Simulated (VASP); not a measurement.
# InP (P6_3/mmc) in VASP: single point with PBE

Aim: the single point of InP with PBE.

All numbers are computed with VASP 6.6.1; they aren't measurements. Logs are shortened: lines on timing, memory, paths and dates and some standing lists are left out, and cuts for length are marked.

### 1 The cell of the first run

It takes space group P6_3/mmc (No. 194, hexagonal). Conventional cell: a = 4.393 Å, b = 4.393 Å, c = 5.973 Å, α = 90.00°, β = 90.00°, γ = 120.00°. Within 3.3 Å of In (site symmetry -6m2) lie 5 P at 2.54 to 2.99 Å. Within 3.3 Å of P (site symmetry -6m2) lie 5 In at 2.54 to 2.99 Å.

### 2 Single point, PBE

The input, INCAR:

```
PREC = Accurate
ENCUT = 520
EDIFF = 1E-6
ISMEAR = -1
SIGMA = 0.02
LREAL = False
LASPH = True
NELM = 60
ALGO = Normal
ISIF = 2
LWAVE = False
LCHARG = False
GGA = PE
NBANDS = 26
```

The input, KPOINTS:

```
Automatic mesh
0
Gamma
  6 6 4
```

The input, POSCAR:

```
InP
1.0
    4.3931098374      0.0000000000      0.0000000000
   -2.1965549187      3.8045447208      0.0000000000
    0.0000000000      0.0000000000      5.9734965522
In P
2 2
Direct
    0.3333333333      0.6666666667      0.2500000000
    0.6666666667      0.3333333333      0.7500000000
    0.6666666667      0.3333333333      0.2500000000
    0.3333333333      0.6666666667      0.7500000000
```

Potentials or basis: VASP PAW PBE potentials, release 64 (In_d, P).

Launch:

```sh
$ cat potpaw_PBE.64/In_d/POTCAR potpaw_PBE.64/P/POTCAR > POTCAR
$ mpirun -np 1 vasp_std > vasp.out
```

OUTCAR:

```text
PREC = Accurate
   ENCUT = 520
   EDIFF = 1E-6
   ISMEAR = -1
   LREAL = False
   LASPH = True
   NELM = 60
   ISIF = 2
   GGA = PE

 ion  position               nearest neighbor table
   1  0.333  0.667  0.250-   3 2.54   3 2.54   3 2.54   4 2.99   4 2.99   2 3.92   2 3.92   2 3.92
                             2 3.92   2 3.92   2 3.92
   2  0.667  0.333  0.750-   4 2.54   4 2.54   4 2.54   3 2.99   3 2.99   1 3.92   1 3.92   1 3.92
                             1 3.92   1 3.92   1 3.92
   3  0.667  0.333  0.250-   1 2.54   1 2.54   1 2.54   2 2.99   2 2.99
   4  0.333  0.667  0.750-   2 2.54   2 2.54   2 2.54   1 2.99   1 2.99

  LATTYP: Found a hexagonal cell.
 ALAT       =     4.3931098374
 C/A-ratio  =     1.3597421356

  Lattice vectors:

 A1 = (   4.3931098374,   0.0000000000,   0.0000000000)
 A2 = (  -2.1965549187,   3.8045447208,   0.0000000000)
 A3 = (   0.0000000000,   0.0000000000,   5.9734965522)

Analysis of symmetry for initial positions (statically):
=====================================================================
 Subroutine PRICEL returns:
 Original cell was already a primitive cell.

 Routine SETGRP: Setting up the symmetry group for a
 hexagonal supercell.

 Subroutine GETGRP returns: Found 24 space group operations
 (whereof 12 operations were pure point group operations)
 out of a pool of 24 trial point group operations.

The static configuration has the point symmetry D_3d.
 The point group associated with its full space group is D_6h.

Analysis of symmetry for dynamics (positions and initial velocities):
=====================================================================
 Subroutine PRICEL returns:
 Original cell was already a primitive cell.

 Routine SETGRP: Setting up the symmetry group for a
 hexagonal supercell.

 Subroutine GETGRP returns: Found 24 space group operations
 (whereof 12 operations were pure point group operations)
 out of a pool of 24 trial point group operations.

The dynamic configuration has the point symmetry D_3d.
 The point group associated with its full space group is D_6h.

 Subroutine INISYM returns: Found 24 space group operations
 (whereof 12 operations are pure point group operations),
 and found     1 'primitive' translations

----------------------------------------------------------------------------------------

                                     Primitive cell

  volume of cell :      99.8397

  direct lattice vectors                    reciprocal lattice vectors
     4.393109837  0.000000000  0.000000000     0.227629182  0.131421770  0.000000000
    -2.196554919  3.804544721  0.000000000     0.000000000  0.262843539  0.000000000
     0.000000000  0.000000000  5.973496552     0.000000000  0.000000000  0.167406140

  length of vectors
     4.393109837  4.393109837  5.973496552     0.262843539  0.262843539  0.167406140

  position of ions in fractional coordinates (direct lattice)
     0.333333333  0.666666667  0.250000000
     0.666666667  0.333333333  0.750000000
     0.666666667  0.333333333  0.250000000
     0.333333333  0.666666667  0.750000000

  ion indices of the primitive-cell ions
   primitive index   ion index
                 1           1
                 2           2
                 3           3
                 4           4

----------------------------------------------------------------------------------------

 KPOINTS: Automatic mesh

Automatic generation of k-mesh.
 Grid dimensions read from file:
 generate k-points for:    6    6    4

 Generating k-lattice:

  Cartesian coordinates                     Fractional coordinates (reciprocal lattice)
     0.037938197  0.021903628  0.000000000     0.166666667  0.000000000  0.000000000
     0.000000000  0.043807257  0.000000000     0.000000000  0.166666667  0.000000000
     0.000000000  0.000000000  0.041851535     0.000000000  0.000000000  0.250000000

  Length of vectors
     0.043807257  0.043807257  0.041851535

  Shift w.r.t. Gamma in fractional coordinates (k-lattice)
     0.000000000  0.000000000  0.000000000

 Subroutine IBZKPT returns following result:
 ===========================================

 Found     21 irreducible k-points:

 Following reciprocal coordinates:
            Coordinates               Weight
  0.000000  0.000000  0.000000      1.000000
  0.166667  0.000000  0.000000      6.000000
  0.333333  0.000000  0.000000      6.000000
  0.500000  0.000000  0.000000      3.000000
  0.166667  0.166667  0.000000      6.000000
  0.333333  0.166667  0.000000     12.000000
[... 13 lines left out ...]
  0.333333  0.166667  0.500000     12.000000
  0.333333  0.333333  0.500000      2.000000
   k-points           NKPTS =     21   k-points in BZ     NKDIM =     21   number of bands    NBANDS=     26
   number of dos      NEDOS =    301   number of ions     NIONS =      4
   total plane-waves  NPLWV =  62208
   dimension x,y,z NGX =    36 NGY =   36 NGZ =   48
   dimension x,y,z NGXF=    72 NGYF=   72 NGZF=   96
   ions per type =               2   2
   NGX,Y,Z   is equivalent  to a cutoff of  13.62, 13.62, 13.36 a.u.
   NGXF,Y,Z  is equivalent  to a cutoff of  27.25, 27.25, 26.72 a.u.
 SYSTEM =  unknown system
   PREC   = accura    normal or accurate (medium, high low for compatibility)
   ISTART =      0    job   : 0-new  1-cont  2-samecut
   ICHARG =      2    charge: 1-file 2-atom 10-const
   ISPIN  =      1    spin polarized calculation?
   LNONCOLLINEAR =      F non collinear calculations
   LSORBIT =      F    spin-orbit coupling
   LASPH  =      T    aspherical Exc in radial PAW
   ENCUT  =  520.0 eV  38.22 Ry    6.18 a.u.   8.17  8.17 11.11*2*pi/ulx,y,z
   NELM   =     60;   NELMIN=  2; NELMDL= -5     # of ELM steps
   EDIFF  = 0.1E-05   stopping-criterion for ELM
   LREAL  =      F    real-space projection
   EDIFFG = 0.1E-04   stopping-criterion for IOM
   NSW    =      0    number of steps for IOM
   IBRION =     -1    ionic relax: 0-MD 1-quasi-New 2-CG
   NFREE  =      0    steps in history (QN), initial steepest desc. (CG)
   ISIF   =      2    stress and relaxation
   ISYM   =      2    0-nonsym 1-usesym 2-fastsym
   POTIM  = 0.5000    time-step for ionic-motion
   TEBEG  =    0.0;   TEEND  =   0.0 temperature during run
   PSTRESS=    0.0 pullay stress
   NELECT =      36.0000    total number of electrons
   NUPDOWN=      -1.0000    fix difference up-down
   EMIN   =  10.00;   EMAX   =-10.00  energy-range for DOS
   EFERMI =   0.00;   METHOD = LEGACY
   ISMEAR =    -1;   SIGMA  =   0.02  broadening in eV -4-tet -1-fermi 0-gaus
   EFERMI_NEDOS =   21; number of points for ismear=-14 and -15
   IALGO  =     38    algorithm
   IMIX   =      4    mixing-type and parameters
     AMIX     =   0.40;   BMIX     =  1.00
     AMIX_MAG =   1.60;   BMIX_MAG =  1.00
  volume/ion in A,a.u.               =      24.96       168.44
  Fermi-wavevector in a.u.,A,eV,Ry     =   1.165220  2.201946 18.473137  1.357737
  Thomas-Fermi vector in A             =   2.301748
   LORBIT       =      0    0 simple, 1 ext, 2 COOP (PROOUT), +10 PAW based schemes
   GGA     = PE    functional components
   LHFCALC =     F    Hartree Fock is set to
   AEXX    =    0.0000 exact exchange contribution
   IVDW    =     0    specifies the selected vdW correction
   LEPSILON=     F    determine dielectric tensor
   LRPA    =     F    only Hartree local field effects (RPA)
 non-spin polarized calculation
  energy-cutoff  :      520.00
  volume of cell :       99.84
 maximum number of plane-waves:      2710
 NGX is ok and might be reduce to    36
   NGX = 17   NGY = 17   NGZ = 23

 number of electron      36.0000009 magnetization

 Free energy of the ion-electron system (eV)
  ---------------------------------------------------
  ext. energy  EPLUGINS =         0.00000000
  ---------------------------------------------------
  free energy    TOTEN  =       -15.79462826 eV

  energy without entropy =      -15.79296392  energy(sigma->0) =      -15.79379609

 E-fermi :   5.5248     XC(G=0):  -9.3471

 val. band max:        5.4999071551   @ k =   0.3333   0.3333   0.5000
 cond. band min:       5.6235152007   @ k =   0.1667   0.0000   0.0000
 fundamental gap:      0.1236080456
 Fermi energy:         5.5248174574

 k-point     1 :       0.0000    0.0000    0.0000
  band No.  band energies     occupation
      1      -9.1951      2.00000
      2      -9.0317      2.00000
      3      -9.0317      2.00000
      4      -9.0308      2.00000
      5      -9.0308      2.00000
      6      -8.9844      2.00000
[... 18 lines left out ...]
     25      12.2776      0.00000
     26      12.3438      0.00000

 k-point     2 :       0.1667    0.0000    0.0000
  band No.  band energies     occupation
      1      -9.1949      2.00000
      2      -9.0539      2.00000
      3      -9.0200      2.00000
      4      -9.0140      2.00000
      5      -9.0126      2.00000
      6      -8.9722      2.00000
[... 18 lines left out ...]
     25      11.2424      0.00000
     26      12.1612      0.00000

 k-point     3 :       0.3333    0.0000    0.0000
  band No.  band energies     occupation
      1      -9.1967      2.00000
      2      -9.0946      2.00000
      3      -8.9931      2.00000
      4      -8.9791      2.00000
      5      -8.9789      2.00000
      6      -8.9514      2.00000
[... 18 lines left out ...]
     25      11.6941      0.00000
     26      12.3088      0.00000

 k-point     4 :       0.5000    0.0000    0.0000
  band No.  band energies     occupation
      1      -9.1978      2.00000
      2      -9.1148      2.00000
      3      -8.9793      2.00000
      4      -8.9624      2.00000
      5      -8.9597      2.00000
      6      -8.9512      2.00000
[... 18 lines left out ...]
     25      12.6778      0.00000
     26      13.3760      0.00000
[... 409 lines left out ...]
      1      -9.1086      2.00000
      2      -9.1086      2.00000
      3      -9.0088      2.00000
      4      -9.0088      2.00000
      5      -8.9908      2.00000
      6      -8.9908      2.00000
[... 18 lines left out ...]
     25      11.6632      0.00000
     26      11.6632      0.00000

 k-point    20 :       0.3333    0.1667    0.5000
  band No.  band energies     occupation
      1      -9.1139      2.00000
      2      -9.1139      2.00000
      3      -8.9914      2.00000
      4      -8.9914      2.00000
      5      -8.9797      2.00000
      6      -8.9797      2.00000
[... 18 lines left out ...]
     25      12.4262      0.00000
     26      12.4262      0.00000

 k-point    21 :       0.3333    0.3333    0.5000
  band No.  band energies     occupation
      1      -9.1047      2.00000
      2      -9.1047      2.00000
      3      -8.9927      2.00000
      4      -8.9927      2.00000
      5      -8.9785      2.00000
      6      -8.9785      2.00000
[... 18 lines left out ...]
     25      11.1525      0.00000
     26      11.1525      0.00000

------------------------ aborting loop because EDIFF is reached ----------------------------------------

  FORCE on cell =-STRESS in cart. coord.  units (eV):
  Direction    XX          YY          ZZ          XY          YZ          ZX
  --------------------------------------------------------------------------------------
  -------------------------------------------------------------------------------------
  Total        1.2294852      1.2294852      0.5316265      0.0000000     -0.0000000      0.0000000
  in kB       19.7301560     19.7301560      8.5312733      0.0000000     -0.0000000      0.0000000
  external PRESSURE =      15.9971951 kB  Pullay stress =       0.0000000 kB

 VOLUME and BASIS-vectors are now :
 -----------------------------------------------------------------------------
  energy-cutoff  :      520.00
  volume of cell :       99.84
      direct lattice vectors                 reciprocal lattice vectors
     4.393109837  0.000000000  0.000000000     0.227629182  0.131421770  0.000000000
    -2.196554919  3.804544721  0.000000000     0.000000000  0.262843539  0.000000000
     0.000000000  0.000000000  5.973496552     0.000000000  0.000000000  0.167406140

 POSITION                                       TOTAL-FORCE (eV/Angst)
 -----------------------------------------------------------------------------------
     -0.00000      2.53636      1.49337         0.000000      0.000000      0.000000
      2.19655      1.26818      4.48012        -0.000000      0.000000      0.000000
      2.19655      1.26818      1.49337         0.000000      0.000000     -0.000000
     -0.00000      2.53636      4.48012        -0.000000     -0.000000     -0.000000
 -----------------------------------------------------------------------------------
    total drift:                                0.000000      0.000000     -0.000000

  FREE ENERGIE OF THE ION-ELECTRON SYSTEM (eV)
  ---------------------------------------------------
  free  energy   TOTEN  =       -15.7946282610 eV

  energy  without entropy=      -15.7929639201  energy(sigma->0) =      -15.79379609
```

It took 60 s on 1 thread of Intel Xeon 8259CL, shared host; peak memory 0.25 GiB.

What came out:

```yaml
Free_energy: -15.7946 eV
Pressure: 1.6 GPa
Band_gap_on_the_k_mesh: zero (bands 18 and 19 overlap by 0.75 eV)
```

Stress tensor (GPa, compression positive):
```
1.97 0.00 0.00
0.00 1.97 0.00
0.00 0.00 0.85
```

Caveat: semilocal functionals underestimate gaps, so a narrow gap can read as zero; spin-orbit coupling is left out, which moves the levels of the heavy elements.
